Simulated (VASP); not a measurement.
# ReS3 (P4/mmm) in VASP: further runs

The runs below take ReS3 through single point, with PBE.

Program: VASP 6.6.1. These are calculated values, not measurements. Logs are shortened: lines on timing, memory, paths and dates and some standing lists are left out, and cuts for length are marked.

## Step 1: The cell of the first run

Symmetry: P4/mmm, No. 123, tetragonal system. The conventional cell has a = 2.836 Å, b = 2.836 Å, c = 9.436 Å, α = 90.00°, β = 90.00°, γ = 90.00°. Within 3.3 Å of Re (site symmetry 4/mmm) lie 8 S at 2.50 Å and 4 Re at 2.84 Å. S (site symmetry 4/mmm) has 4 S at 2.84 Å within 3.7 Å. S (site symmetry 4mm) has 4 Re at 2.50 Å and 5 S at 2.84 to 2.98 Å within 3.3 Å.

## Step 2: Single point, PBE, collinear spin, ferromagnetic start

INCAR reads:

```
PREC     = Accurate       # precision mode
ENCUT    = 520            # plane-wave cutoff, eV
EDIFF    = 1E-6           # SCF threshold, eV
ISMEAR   = 0              # smearing method
SIGMA    = 0.1            # smearing width, eV
LREAL    = False          # projectors in reciprocal space
LASPH    = True           # aspherical terms in the spheres
NELM     = 150            # most SCF steps
ALGO     = Normal         # electronic algorithm
ISIF     = 2              # what is computed and relaxed
LWAVE    = False          # write WAVECAR
LCHARG   = True           # write CHGCAR
ISPIN    = 2              # spin polarisation
MAGMOM   = 1 0 0 0        # initial moments
LORBIT   = 11             # projections on sites
LMAXMIX  = 4              # l up to which the mixer works
GGA      = PE             # functional
LELF     = True           # ELF
LVHAR    = True         
NBANDS   = 24             # bands
```

KPOINTS reads:

```
Automatic mesh
0
Gamma
  6 6 2
```

POSCAR reads:

```
ReS3
1.0
    2.8356765028      0.0000000000      0.0000000000
    0.0000000000      2.8356765028      0.0000000000
    0.0000000000      0.0000000000      9.4357888633
Re S
1 3
Direct
    0.0000000000      0.0000000000      0.0000000000
    0.0000000000      0.0000000000      0.5000000000
    0.5000000000      0.5000000000      0.1577664696
    0.5000000000      0.5000000000      0.8422335304
```

Potentials or basis: VASP PAW PBE potentials, release 64 (Re, S).

The run is started by

```
cat potpaw_PBE.64/Re/POTCAR potpaw_PBE.64/S/POTCAR > POTCAR
mpirun -np 1 vasp_std > vasp.out
```

OUTCAR:

```text
PREC = Accurate
   ENCUT = 520
   EDIFF = 1E-6
   ISMEAR = 0
   LREAL = False
   LASPH = True
   NELM = 150
   ISIF = 2
   ISPIN = 2
   LORBIT = 11
   GGA = PE

 ion  position               nearest neighbor table
   1  0.000  0.000  0.000-   3 2.50   4 2.50   3 2.50   4 2.50   3 2.50   4 2.50   3 2.50   4 2.50

   2  0.000  0.000  0.500-
   3  0.500  0.500  0.158-   1 2.50   1 2.50   1 2.50   1 2.50
   4  0.500  0.500  0.842-   1 2.50   1 2.50   1 2.50   1 2.50

  LATTYP: Found a simple tetragonal cell.
 ALAT       =     2.8356765028
 C/A-ratio  =     3.3275265546

  Lattice vectors:

 A1 = (   2.8356765028,   0.0000000000,   0.0000000000)
 A2 = (   0.0000000000,   2.8356765028,   0.0000000000)
 A3 = (   0.0000000000,   0.0000000000,   9.4357888633)

Analysis of symmetry for initial positions (statically):
=====================================================================
 Subroutine PRICEL returns:
 Original cell was already a primitive cell.

 Routine SETGRP: Setting up the symmetry group for a
 simple tetragonal supercell.

 Subroutine GETGRP returns: Found 16 space group operations
 (whereof 16 operations were pure point group operations)
 out of a pool of 16 trial point group operations.

The static configuration has the point symmetry D_4h.

Analysis of symmetry for dynamics (positions and initial velocities):
=====================================================================
 Subroutine PRICEL returns:
 Original cell was already a primitive cell.

 Routine SETGRP: Setting up the symmetry group for a
 simple tetragonal supercell.

 Subroutine GETGRP returns: Found 16 space group operations
 (whereof 16 operations were pure point group operations)
 out of a pool of 16 trial point group operations.

The dynamic configuration has the point symmetry D_4h.

Analysis of structural, dynamic, and magnetic symmetry:
=====================================================================
 Subroutine PRICEL returns:
 Original cell was already a primitive cell.

 Routine SETGRP: Setting up the symmetry group for a
 simple tetragonal supercell.

 Subroutine GETGRP returns: Found 16 space group operations
 (whereof 16 operations were pure point group operations)
 out of a pool of 16 trial point group operations.

The overall configuration has the point symmetry D_4h.

 Subroutine INISYM returns: Found 16 space group operations
 (whereof 16 operations are pure point group operations),
 and found     1 'primitive' translations

----------------------------------------------------------------------------------------

                                     Primitive cell

  volume of cell :      75.8738

  direct lattice vectors                    reciprocal lattice vectors
     2.835676503  0.000000000  0.000000000     0.352649535  0.000000000  0.000000000
     0.000000000  2.835676503  0.000000000     0.000000000  0.352649535  0.000000000
     0.000000000  0.000000000  9.435788863     0.000000000  0.000000000  0.105979480

  length of vectors
     2.835676503  2.835676503  9.435788863     0.352649535  0.352649535  0.105979480

  position of ions in fractional coordinates (direct lattice)
     0.000000000  0.000000000  0.000000000
     0.000000000  0.000000000  0.500000000
     0.500000000  0.500000000  0.157766470
     0.500000000  0.500000000  0.842233530

  ion indices of the primitive-cell ions
   primitive index   ion index
                 1           1
                 2           2
                 3           3
                 4           4

----------------------------------------------------------------------------------------

 KPOINTS: Automatic mesh

Automatic generation of k-mesh.
 Grid dimensions read from file:
 generate k-points for:    6    6    2

 Generating k-lattice:

  Cartesian coordinates                     Fractional coordinates (reciprocal lattice)
     0.058774922  0.000000000  0.000000000     0.166666667  0.000000000  0.000000000
     0.000000000  0.058774922  0.000000000     0.000000000  0.166666667  0.000000000
     0.000000000  0.000000000  0.052989740     0.000000000  0.000000000  0.500000000

  Length of vectors
     0.058774922  0.058774922  0.052989740

  Shift w.r.t. Gamma in fractional coordinates (k-lattice)
     0.000000000  0.000000000  0.000000000

 Subroutine IBZKPT returns following result:
 ===========================================

 Found     20 irreducible k-points:

 Following reciprocal coordinates:
            Coordinates               Weight
  0.000000  0.000000  0.000000      1.000000
  0.166667  0.000000  0.000000      4.000000
  0.333333  0.000000  0.000000      4.000000
  0.500000  0.000000  0.000000      2.000000
  0.166667  0.166667  0.000000      4.000000
  0.333333  0.166667  0.000000      8.000000
[... 12 lines left out ...]
  0.500000  0.333333  0.500000      4.000000
  0.500000  0.500000  0.500000      1.000000
   k-points           NKPTS =     20   k-points in BZ     NKDIM =     20   number of bands    NBANDS=     24
   number of dos      NEDOS =    301   number of ions     NIONS =      4
   total plane-waves  NPLWV =  40320
   dimension x,y,z NGX =    24 NGY =   24 NGZ =   70
   dimension x,y,z NGXF=    48 NGYF=   48 NGZF=  140
   ions per type =               1   3
   NGX,Y,Z   is equivalent  to a cutoff of  14.07, 14.07, 12.33 a.u.
   NGXF,Y,Z  is equivalent  to a cutoff of  28.14, 28.14, 24.67 a.u.
 SYSTEM =  unknown system
   PREC   = accura    normal or accurate (medium, high low for compatibility)
   ISTART =      0    job   : 0-new  1-cont  2-samecut
   ICHARG =      2    charge: 1-file 2-atom 10-const
   ISPIN  =      2    spin polarized calculation?
   LNONCOLLINEAR =      F non collinear calculations
   LSORBIT =      F    spin-orbit coupling
   LASPH  =      T    aspherical Exc in radial PAW
   ENCUT  =  520.0 eV  38.22 Ry    6.18 a.u.   5.27  5.27 17.54*2*pi/ulx,y,z
   NELM   =    150;   NELMIN=  2; NELMDL= -5     # of ELM steps
   EDIFF  = 0.1E-05   stopping-criterion for ELM
   LREAL  =      F    real-space projection
   EDIFFG = 0.1E-04   stopping-criterion for IOM
   NSW    =      0    number of steps for IOM
   IBRION =     -1    ionic relax: 0-MD 1-quasi-New 2-CG
   NFREE  =      0    steps in history (QN), initial steepest desc. (CG)
   ISIF   =      2    stress and relaxation
   ISYM   =      2    0-nonsym 1-usesym 2-fastsym
   POTIM  = 0.5000    time-step for ionic-motion
   TEBEG  =    0.0;   TEEND  =   0.0 temperature during run
   PSTRESS=    0.0 pullay stress
   NELECT =      25.0000    total number of electrons
   NUPDOWN=      -1.0000    fix difference up-down
   EMIN   =  10.00;   EMAX   =-10.00  energy-range for DOS
   EFERMI =   0.00;   METHOD = LEGACY
   ISMEAR =     0;   SIGMA  =   0.10  broadening in eV -4-tet -1-fermi 0-gaus
   EFERMI_NEDOS =   21; number of points for ismear=-14 and -15
   IALGO  =     38    algorithm
   IMIX   =      4    mixing-type and parameters
     AMIX     =   0.40;   BMIX     =  1.00
     AMIX_MAG =   1.60;   BMIX_MAG =  1.00
  volume/ion in A,a.u.               =      18.97       128.01
  Fermi-wavevector in a.u.,A,eV,Ry     =   1.130727  2.136764 17.395631  1.278543
  Thomas-Fermi vector in A             =   2.267424
   LORBIT       =     11    0 simple, 1 ext, 2 COOP (PROOUT), +10 PAW based schemes
   GGA     = PE    functional components
   LHFCALC =     F    Hartree Fock is set to
   AEXX    =    0.0000 exact exchange contribution
   IVDW    =     0    specifies the selected vdW correction
   LEPSILON=     F    determine dielectric tensor
   LRPA    =     F    only Hartree local field effects (RPA)
 spin polarized calculation
 Gauss-broadening in eV      SIGMA  =   0.10
  energy-cutoff  :      520.00
  volume of cell :       75.87
 maximum number of plane-waves:      2072
 NGX is ok and might be reduce to    24

 number of electron      24.9999997 magnetization       0.0224700

 number of electron      24.9999997 magnetization      -0.0222244

 Free energy of the ion-electron system (eV)
  ---------------------------------------------------
  ext. energy  EPLUGINS =         0.00000000
  ---------------------------------------------------
  free energy    TOTEN  =       -23.69475022 eV

  energy without entropy =      -23.68171206  energy(sigma->0) =      -23.68823114

 E-fermi :   5.5147     XC(G=0): -10.3174

 val. band max:        5.4984328548   @ k =   0.1667   0.1667   0.5000
 cond. band min:       5.5223179831   @ k =   0.1667   0.1667   0.0000
 fundamental gap:      0.0238851283
 Fermi energy:         5.5147144086

 spin component 1

 k-point     1 :       0.0000    0.0000    0.0000
  band No.  band energies     occupation
      1     -11.5262      1.00000
      2      -9.6260      1.00000
      3      -7.6449      1.00000
      4      -2.8315      1.00000
      5      -0.2991      1.00000
      6       1.4128      1.00000
[... 529 lines left out ...]
     23      15.3504      0.00000
     24      15.3504      0.00000
 Fermi energy:         5.5147144086

 spin component 2

 k-point     1 :       0.0000    0.0000    0.0000
  band No.  band energies     occupation
      1     -11.5263      1.00000
      2      -9.6260      1.00000
      3      -7.6674      1.00000
      4      -2.8317      1.00000
      5      -0.2991      1.00000
      6       1.4095      1.00000
[... 529 lines left out ...]
     23      15.3407      0.00000
     24      15.3407      0.00000

------------------------ aborting loop because EDIFF is reached ----------------------------------------

  FORCE on cell =-STRESS in cart. coord.  units (eV):
  Direction    XX          YY          ZZ          XY          YZ          ZX
  --------------------------------------------------------------------------------------
  -------------------------------------------------------------------------------------
  Total        0.1708314      0.1708314      0.2101919      0.0000000      0.0000000      0.0000000
  in kB        3.6073361      3.6073361      4.4384874      0.0000000      0.0000000      0.0000000
  external PRESSURE =       3.8843866 kB  Pullay stress =       0.0000000 kB

 VOLUME and BASIS-vectors are now :
 -----------------------------------------------------------------------------
  energy-cutoff  :      520.00
  volume of cell :       75.87
      direct lattice vectors                 reciprocal lattice vectors
     2.835676503  0.000000000  0.000000000     0.352649535  0.000000000  0.000000000
     0.000000000  2.835676503  0.000000000     0.000000000  0.352649535  0.000000000
     0.000000000  0.000000000  9.435788863     0.000000000  0.000000000  0.105979480

 POSITION                                       TOTAL-FORCE (eV/Angst)
 -----------------------------------------------------------------------------------
      0.00000      0.00000      0.00000         0.000000      0.000000      0.000000
      0.00000      0.00000      4.71789         0.000000      0.000000      0.000000
      1.41784      1.41784      1.48865         0.000000      0.000000      0.065195
      1.41784      1.41784      7.94714         0.000000     -0.000000     -0.065195
 -----------------------------------------------------------------------------------
    total drift:                               -0.000000     -0.000000      0.000000

  FREE ENERGIE OF THE ION-ELECTRON SYSTEM (eV)
  ---------------------------------------------------
  free  energy   TOTEN  =       -23.6947502217 eV

  energy  without entropy=      -23.6817120563  energy(sigma->0) =      -23.68823114

 total charge

# of ion       s       p       d       tot
------------------------------------------
    1        0.505   0.621   4.932   6.058
    2        1.403   2.062   0.000   3.464
    3        1.392   2.247   0.000   3.639
    4        1.392   2.247   0.000   3.639
--------------------------------------------------
tot          4.691   7.178   4.932  16.801

 magnetization (x)

# of ion       s       p       d       tot
------------------------------------------
    1       -0.000   0.000   0.000   0.000
    2       -0.001  -0.013   0.000  -0.014
    3        0.000  -0.000   0.000  -0.000
    4        0.000  -0.000   0.000  -0.000
--------------------------------------------------
tot         -0.001  -0.014   0.000  -0.014
```

Run time: 59 s. Hardware: 1 thread of Intel Xeon 6975P-C (Granite Rapids), shared host; peak memory 0.25 GiB.

Results:

```yaml
Free_energy: -23.6948 eV
Pressure: 0.4 GPa
Largest_force: 0.065 eV/Å
Net_moment: -0.02 μB per cell
Valence_electrons_inside_the_program's_atomic_spheres: Re 6.06; S 3.46, 3.64
```

Forces on the atoms (eV/Å):
```
Re   0.000  0.000  0.000
S    0.000  0.000  0.000
S    0.000  0.000  0.065
S    0.000  0.000 -0.065
```

Stress tensor (GPa, compression positive):
```
0.36 0.00 0.00
0.00 0.36 0.00
0.00 0.00 0.44
```

Caveat: the k points lie up to 0.37 Å⁻¹ apart; spin-orbit coupling is left out, which moves the levels of the heavy elements; this functional lacks dispersion, which binds the layers, so the pressure and a relaxed spacing across them are unreliable.

## Step 3: Single point, PBE

This run uses another cell than the first one: it holds 8 atoms, not 4.

INCAR reads:

```
PREC = Accurate ; ENCUT = 520
EDIFF = 1E-7 ; ISMEAR = 0
SIGMA = 0.2 ; LREAL = F
LASPH = T ; NELM = 100
ALGO = Normal ; ISIF = 2
LWAVE = F ; LCHARG = F
GGA = PE ; NBANDS = 35
```

KPOINTS reads:

```
Automatic mesh
0
Gamma
  8 8 2
```

POSCAR reads:

```
ReS3
1.0
    2.8390168741      0.0000000000      0.0000000000
    0.0000000000      2.8390168741      0.0000000000
    0.0000000000      0.0000000000     19.0082725664
Re S
2 6
Direct
    0.0000000000      1.0000000000      0.5000000000
    0.0000000000      1.0000000000      0.0000000000
    0.0000000000      0.0000000000      0.2500000000
    0.0000000000      0.0000000000      0.7500000000
    0.5000000000      0.5000000000      0.0782998797
    0.5000000000      0.5000000000      0.5782998797
    0.5000000000      0.5000000000      0.4217001203
    0.5000000000      0.5000000000      0.9217001203
```

Potentials or basis: VASP PAW PBE potentials, release 64 (Re, S).

The run is started by

```
cat potpaw_PBE.64/Re/POTCAR potpaw_PBE.64/S/POTCAR > POTCAR
mpirun -np 1 vasp_std > vasp.out
```

Run time: 3.3 min. Hardware: 1 thread of Intel Xeon 6975P-C (Granite Rapids), shared host; peak memory 0.33 GiB.

It converged, with:

* Free energy: -47.7000 eV
* Pressure: 0.3 GPa
* Largest force: 0.041 eV/Å
* Band gap on the k mesh: zero (band 25 reaches 6.48 eV, above the bottom of band 26 at 4.38 eV)

Forces on the atoms (eV/Å):
```
Re   0.000  0.000  0.000
Re   0.000  0.000  0.000
S    0.000  0.000  0.000
S    0.000  0.000  0.000
S    0.000  0.000  0.041
S    0.000  0.000  0.041
S    0.000  0.000 -0.041
S    0.000  0.000 -0.041
```

Stress tensor (GPa, compression positive):
```
0.34 0.00 0.00
0.00 0.34 0.00
0.00 0.00 0.13
```

Levels at points of the mesh, in eV from the Fermi level:
| k point | band 22 | band 23 | band 24 | band 25 | band 26 | band 27 |
| --- | --- | --- | --- | --- | --- | --- |
| (0.00, 0.00, 0.00) | -0.70 | -0.70 | -0.70 | 0.46 | 0.46 | 2.23 |
| (0.50, 0.00, 0.00) | -0.76 | -0.73 | -0.73 | 0.67 | 0.67 | 2.13 |
| (0.50, 0.50, 0.00) | -2.11 | -0.78 | -0.77 | 0.48 | 0.56 | 1.86 |
| (0.00, 0.00, 0.50) | -0.70 | -0.70 | -0.70 | 0.46 | 0.46 | 2.23 |
| (0.50, 0.00, 0.50) | -0.78 | -0.73 | -0.73 | 0.67 | 0.67 | 2.17 |
| (0.50, 0.50, 0.50) | -2.12 | -0.78 | -0.78 | 0.52 | 0.52 | 1.88 |

Caveat: spin-orbit coupling is left out, which moves the levels of the heavy elements; this functional lacks dispersion, which binds the layers, so the pressure and a relaxed spacing across them are unreliable.
